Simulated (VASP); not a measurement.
Here is a VASP 6.6.1 calculation.

File INCAR:

```
  ALGO = Fast
  EDIFF = 1E-7
  ENCUT = 520
  GGA = PS
  ISIF = 2
  ISMEAR = 0
  LASPH = T
  LCHARG = F
  LREAL = F
  LWAVE = F
  NBANDS = 18
  NELM = 60
  PREC = Accurate
  SIGMA = 0.1
```

Contents of KPOINTS:

```
k-points
0
Gamma
  16 16 16
```

The input POSCAR:

```
Au
1.0
    3.0476179810      0.0000000000      0.0000000000
    0.0000000000      3.0476179810      0.0000000000
    0.0000000000      0.0000000000      3.6873729187
Au
2
Direct
    0.0000000000      0.0000000000      0.0000000000
    0.5000000000      0.5000000000      0.5000000000
```

Potentials or basis: VASP PAW PBE potentials, release 64 (Au).

The run is started by

```bash
$ cat potpaw_PBE.64/Au/POTCAR > POTCAR
$ mpirun -np 1 vasp_std > vasp.out
```

Task: Predict the pressure.

Result: -1.0 GPa.

Task: What does it give for the band gap on the k mesh?

Result: Zero (bands 11 and 12 overlap by 6.84 eV).

Stress tensor (GPa, compression positive):
```
-1.44  0.00  0.00
 0.00 -1.44  0.00
 0.00  0.00 -0.26
```

Caveat: the cell differs from its parent crystal (biaxial strain in the a-b plane: -6.0 %, then relaxed in part); the PAW data sets were made with another functional, which shifts forces and pressure a little; spin-orbit coupling is left out, which moves the levels of the heavy elements.
